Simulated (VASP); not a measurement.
# Ge in VASP: single point with LDA

Aim: the single point of Ge with LDA.

Program: VASP 6.6.1. These are calculated values, not measurements. Logs are shortened: lines on timing, memory, paths and dates and some standing lists are left out, and cuts for length are marked.

**1. The cell of the first run**

The cell holds a slab with vacuum, 8 atoms: a = 7.809 Å, b = 7.809 Å, c = 22.420 Å, α = 90.00°, β = 90.00°, γ = 120.00°.

**2. Single point, LDA**

INCAR

```
SYSTEM = Ge
PREC = Accurate
ENCUT = 410
EDIFF = 1E-6
ISMEAR = 0
SIGMA = 0.04
LREAL = .False.
LASPH = .True.
NELM = 120
ALGO = Normal
ISIF = 2
LWAVE = .False.
LCHARG = .False.
LDIPOL = .True.
IDIPOL = 3
DIPOL = 0.5 0.5 0.656
NBANDS = 66
GGA_COMPAT = .False.
NELMDL = -8
```

KPOINTS

```
regular mesh
0
Gamma
  6 6 1
  0 0 0
```

POSCAR

```
Ge
1.0
   -0.0000000283      7.8092975465      0.0000000000
   -6.7630500468     -3.9046487977      0.0000000000
    0.0000000000      0.0000000000     22.4200000000
Ge
8
Direct
    0.1666666667      0.3333333333      0.6413733649
    0.1629240058      0.8326067845      0.6412047360
    0.6651736949      0.3341224954      0.6401606637
    0.6657926692      0.8361852976      0.6413601934
    0.3328879990      0.1655050802      0.6715862922
    0.3316740136      0.6674166444      0.6706432976
    0.8335723517      0.1702187988      0.6715344902
    0.8290773432      0.6664248567      0.6715947716
```

Potentials or basis: VASP PAW LDA potentials, release 64 (Ge_d).

Command:

```
cat potpaw_LDA.64/Ge_d/POTCAR > POTCAR
mpirun -np 1 vasp_std > vasp.out
```

OUTCAR:

```text
SYSTEM = Ge
   PREC = Accurate
   ENCUT = 410
   EDIFF = 1E-6
   ISMEAR = 0
   LREAL = .False.
   LASPH = .True.
   NELM = 120
   ISIF = 2
   NELMDL = -8

 ion  position               nearest neighbor table
   1  0.167  0.333  0.641-   7 2.35   6 2.35   5 2.36
   2  0.163  0.833  0.641-   5 2.35   6 2.35   8 2.36
   3  0.665  0.334  0.640-   7 2.35   5 2.36   8 2.36
   4  0.666  0.836  0.641-   8 2.35   6 2.35   7 2.36
   5  0.333  0.166  0.672-   2 2.35   3 2.36   1 2.36
   6  0.332  0.667  0.671-   1 2.35   2 2.35   4 2.35
   7  0.834  0.170  0.672-   1 2.35   3 2.35   4 2.36
   8  0.829  0.666  0.672-   4 2.35   3 2.36   2 2.36

  LATTYP: Found a hexagonal cell.
 ALAT       =     7.8092975465
 C/A-ratio  =     2.8709368373

  Lattice vectors:

 A1 = (  -0.0000000283,   7.8092975465,   0.0000000000)
 A2 = (  -6.7630500468,  -3.9046487977,   0.0000000000)
 A3 = (   0.0000000000,   0.0000000000,  22.4200000000)

Analysis of symmetry for initial positions (statically):
=====================================================================
 Subroutine PRICEL returns:
 Original cell was already a primitive cell.

 Routine SETGRP: Setting up the symmetry group for a
 hexagonal supercell.

 Subroutine GETGRP returns: Found  1 space group operations
 (whereof  1 operations were pure point group operations)
 out of a pool of 24 trial point group operations.

The static configuration has the point symmetry C_1 .

Analysis of symmetry for dynamics (positions and initial velocities):
=====================================================================
 Subroutine PRICEL returns:
 Original cell was already a primitive cell.

 Routine SETGRP: Setting up the symmetry group for a
 hexagonal supercell.

 Subroutine GETGRP returns: Found  1 space group operations
 (whereof  1 operations were pure point group operations)
 out of a pool of 24 trial point group operations.

The dynamic configuration has the point symmetry C_1 .

 Subroutine INISYM returns: Found  1 space group operations
 (whereof  1 operations are pure point group operations),
 and found     1 'primitive' translations

----------------------------------------------------------------------------------------

                                     Primitive cell

  volume of cell :    1184.1049

  direct lattice vectors                    reciprocal lattice vectors
    -0.000000028  7.809297546  0.000000000    -0.073931140  0.128052490  0.000000000
    -6.763050047 -3.904648798  0.000000000    -0.147862280 -0.000000001  0.000000000
     0.000000000  0.000000000 22.420000000     0.000000000  0.000000000  0.044603033

  length of vectors
     7.809297546  7.809297546 22.420000000     0.147862280  0.147862280  0.044603033

  position of ions in fractional coordinates (direct lattice)
     0.166666667  0.333333333  0.641373365
     0.162924006  0.832606785  0.641204736
     0.665173695  0.334122495  0.640160664
     0.665792669  0.836185298  0.641360193
     0.332887999  0.165505080  0.671586292
     0.331674014  0.667416644  0.670643298
     0.833572352  0.170218799  0.671534490
     0.829077343  0.666424857  0.671594772

  ion indices of the primitive-cell ions
   primitive index   ion index
                 1           1
                 2           2
                 3           3
                 4           4
                 5           5
                 6           6
                 7           7
                 8           8

----------------------------------------------------------------------------------------

 KPOINTS: regular mesh

Automatic generation of k-mesh.
 Grid dimensions read from file:
 generate k-points for:    6    6    1

 Generating k-lattice:

  Cartesian coordinates                     Fractional coordinates (reciprocal lattice)
    -0.012321857  0.021342082  0.000000000     0.166666667  0.000000000  0.000000000
    -0.024643713 -0.000000000  0.000000000    -0.000000000  0.166666667  0.000000000
     0.000000000  0.000000000  0.044603033     0.000000000  0.000000000  1.000000000

  Length of vectors
     0.024643713  0.024643713  0.044603033

  Shift w.r.t. Gamma in fractional coordinates (k-lattice)
     0.000000000  0.000000000  0.000000000

 Subroutine IBZKPT returns following result:
 ===========================================

 Found     20 irreducible k-points:

 Following reciprocal coordinates:
            Coordinates               Weight
  0.000000  0.000000  0.000000      1.000000
  0.166667 -0.000000  0.000000      2.000000
  0.000000  0.166667  0.000000      2.000000
 -0.166667  0.166667  0.000000      2.000000
  0.333333 -0.000000  0.000000      2.000000
 -0.000000  0.333333  0.000000      2.000000
[... 12 lines left out ...]
  0.500000 -0.166667  0.000000      2.000000
  0.333333  0.333333  0.000000      2.000000
   k-points           NKPTS =     20   k-points in BZ     NKDIM =     20   number of bands    NBANDS=     66
   number of dos      NEDOS =    301   number of ions     NIONS =      8
   total plane-waves  NPLWV = 437400
   dimension x,y,z NGX =    54 NGY =   54 NGZ =  150
   dimension x,y,z NGXF=   108 NGYF=  108 NGZF=  300
   ions per type =               8
   NGX,Y,Z   is equivalent  to a cutoff of  11.50, 11.50, 11.12 a.u.
   NGXF,Y,Z  is equivalent  to a cutoff of  22.99, 22.99, 22.25 a.u.
 SYSTEM =  Ge
   PREC   = accura    normal or accurate (medium, high low for compatibility)
   ISTART =      0    job   : 0-new  1-cont  2-samecut
   ICHARG =      2    charge: 1-file 2-atom 10-const
   ISPIN  =      1    spin polarized calculation?
   LNONCOLLINEAR =      F non collinear calculations
   LSORBIT =      F    spin-orbit coupling
   LASPH  =      T    aspherical Exc in radial PAW
   ENCUT  =  410.0 eV  30.13 Ry    5.49 a.u.  12.89 12.89 37.02*2*pi/ulx,y,z
   NELM   =    120;   NELMIN=  2; NELMDL= -8     # of ELM steps
   EDIFF  = 0.1E-05   stopping-criterion for ELM
   LREAL  =      F    real-space projection
   EDIFFG = 0.1E-04   stopping-criterion for IOM
   NSW    =      0    number of steps for IOM
   IBRION =     -1    ionic relax: 0-MD 1-quasi-New 2-CG
   NFREE  =      0    steps in history (QN), initial steepest desc. (CG)
   ISIF   =      2    stress and relaxation
   ISYM   =      2    0-nonsym 1-usesym 2-fastsym
   POTIM  = 0.5000    time-step for ionic-motion
   TEBEG  =    0.0;   TEEND  =   0.0 temperature during run
   PSTRESS=    0.0 pullay stress
   NELECT =     112.0000    total number of electrons
   NUPDOWN=      -1.0000    fix difference up-down
   EMIN   =  10.00;   EMAX   =-10.00  energy-range for DOS
   EFERMI =   0.00;   METHOD = LEGACY
   ISMEAR =     0;   SIGMA  =   0.04  broadening in eV -4-tet -1-fermi 0-gaus
   EFERMI_NEDOS =   21; number of points for ismear=-14 and -15
   IALGO  =     38    algorithm
   IMIX   =      4    mixing-type and parameters
     AMIX     =   0.40;   BMIX     =  1.00
     AMIX_MAG =   1.60;   BMIX_MAG =  1.00
  volume/ion in A,a.u.               =     148.01       998.84
  Fermi-wavevector in a.u.,A,eV,Ry     =   0.745906  1.409558  7.569952  0.556376
  Thomas-Fermi vector in A             =   1.841603
   LORBIT       =      0    0 simple, 1 ext, 2 COOP (PROOUT), +10 PAW based schemes
   GGA     = CA    functional components
   LHFCALC =     F    Hartree Fock is set to
   AEXX    =    0.0000 exact exchange contribution
   IVDW    =     0    specifies the selected vdW correction
   LEPSILON=     F    determine dielectric tensor
   LRPA    =     F    only Hartree local field effects (RPA)
 non-spin polarized calculation
 Gauss-broadening in eV      SIGMA  =   0.04
  energy-cutoff  :      410.00
  volume of cell :     1184.10
 maximum number of plane-waves:     22359
 NGX is ok and might be reduce to    54
   NGX = 25   NGY = 25   NGZ = 75

 dipolmoment           0.000000      0.000000     -0.000005 electrons x Angstroem

 number of electron     111.9999901 magnetization

 dipolmoment           0.000000      0.000000      0.000014 electrons x Angstroem

 Free energy of the ion-electron system (eV)
  ---------------------------------------------------
  ext. energy  EPLUGINS =         0.00000000
  ---------------------------------------------------
  free energy    TOTEN  =       -36.57538262 eV

  energy without entropy =      -36.57287512  energy(sigma->0) =      -36.57412887

 E-fermi :  -3.3137     XC(G=0):  -2.1678

 val. band max:       -3.3137420348   @ k =   0.3333   0.3333   0.0000
 cond. band min:      -3.3135981642   @ k =   0.3333   0.3333   0.0000
 fundamental gap:      0.0001438706
 Fermi energy:        -3.3136700995

 k-point     1 :       0.0000    0.0000    0.0000
  band No.  band energies     occupation
      1     -27.9597      2.00000
      2     -27.9595      2.00000
      3     -27.9586      2.00000
      4     -27.9415      2.00000
      5     -27.9414      2.00000
      6     -27.9411      2.00000
[... 58 lines left out ...]
     65       0.8384      0.00000
     66       0.8386      0.00000

 k-point     2 :       0.1667   -0.0000    0.0000
  band No.  band energies     occupation
      1     -27.9672      2.00000
      2     -27.9662      2.00000
      3     -27.9584      2.00000
      4     -27.9457      2.00000
      5     -27.9395      2.00000
      6     -27.9379      2.00000
[... 58 lines left out ...]
     65       0.7381      0.00000
     66       1.1610      0.00000

 k-point     3 :       0.0000    0.1667    0.0000
  band No.  band energies     occupation
      1     -27.9672      2.00000
      2     -27.9662      2.00000
      3     -27.9583      2.00000
      4     -27.9458      2.00000
      5     -27.9395      2.00000
      6     -27.9378      2.00000
[... 1162 lines left out ...]
     65       1.2665      0.00000
     66       1.3675      0.00000

 k-point    20 :       0.3333    0.3333    0.0000
  band No.  band energies     occupation
      1     -27.9899      2.00000
      2     -27.9643      2.00000
      3     -27.9620      2.00000
      4     -27.9604      2.00000
      5     -27.9464      2.00000
      6     -27.9454      2.00000
[... 58 lines left out ...]
     65       0.7160      0.00000
     66       0.7182      0.00000

------------------------ aborting loop because EDIFF is reached ----------------------------------------

 vacuum level on the upper side and lower side of the slab       (xc-potential included)        -0.004        -0.005

  FORCE on cell =-STRESS in cart. coord.  units (eV):
  Direction    XX          YY          ZZ          XY          YZ          ZX
  --------------------------------------------------------------------------------------
  -------------------------------------------------------------------------------------
  Total        2.6879381      2.6882711     -0.5415769      0.0015934      0.0019414     -0.0002260
  in kB        3.6369695      3.6374202     -0.7327917      0.0021559      0.0026268     -0.0003058
  external PRESSURE =       2.1805327 kB  Pullay stress =       0.0000000 kB

 VOLUME and BASIS-vectors are now :
 -----------------------------------------------------------------------------
  energy-cutoff  :      410.00
  volume of cell :     1184.10
      direct lattice vectors                 reciprocal lattice vectors
    -0.000000028  7.809297546  0.000000000    -0.073931140  0.128052490  0.000000000
    -6.763050047 -3.904648798  0.000000000    -0.147862280 -0.000000001  0.000000000
     0.000000000  0.000000000 22.420000000     0.000000000  0.000000000  0.044603033

 POSITION                                       TOTAL-FORCE (eV/Angst)
 -----------------------------------------------------------------------------------
     -2.25435     -0.00000     14.37959         0.011421      0.035377      0.074068
     -5.63096     -1.97872     14.37581         0.023921     -0.024905      0.074840
     -2.25969      3.88991     14.35240        -0.002619     -0.003589      0.091581
     -5.65516      1.93436     14.37930        -0.032320     -0.008907      0.073431
     -1.11932      1.95338     15.05696        -0.040511     -0.041989     -0.084431
     -4.51377     -0.01589     15.03582        -0.001487      0.001629     -0.061774
     -1.15120      5.84497     15.05580         0.055142     -0.011784     -0.083118
     -4.50706      3.87236     15.05715        -0.013547      0.054169     -0.084596
 -----------------------------------------------------------------------------------
    total drift:                               -0.001622     -0.008444     -0.009412

  FREE ENERGIE OF THE ION-ELECTRON SYSTEM (eV)
  ---------------------------------------------------
  free  energy   TOTEN  =       -36.5753826205 eV

  energy  without entropy=      -36.5728751194  energy(sigma->0) =      -36.57412887

 vacuum level on the upper side and lower side of the slab         1.380         1.380
```

It took 73 min on 1 thread of Intel Xeon 8259CL, shared host; peak memory 1.1 GiB.

What came out:

```yaml
Free_energy: -36.5754 eV
Largest_force: 0.103 eV/Å
Band_gap_on_the_k_mesh: zero (filled and empty bands touch)
```

Forces in eV/Å, atoms in the order of the input:
```
Ge   0.011  0.035  0.074
Ge   0.024 -0.025  0.075
Ge  -0.003 -0.004  0.092
Ge  -0.032 -0.009  0.073
Ge  -0.041 -0.042 -0.084
Ge  -0.001  0.002 -0.062
Ge   0.055 -0.012 -0.083
Ge  -0.014  0.054 -0.085
```

Levels at points of the mesh, in eV from the Fermi level:
```
           k point  band 52  band 53  band 54  band 55  band 56  band 57  band 58  band 59  band 60  band 61
(0.00, 0.00, 0.00)    -1.22    -1.21    -1.21    -0.30    -0.30     0.68     0.68     0.68     1.10     1.78
(0.50, 0.00, 0.00)    -2.33    -1.34    -1.34    -1.13    -1.12     1.11     1.12     1.99     2.00     2.46
(0.00, 0.50, 0.00)    -2.33    -1.34    -1.34    -1.13    -1.12     1.11     1.12     1.99     2.00     2.46
(0.50, 0.50, 0.00)    -2.32    -1.35    -1.34    -1.13    -1.12     1.11     1.12     1.99     2.00     2.45
```
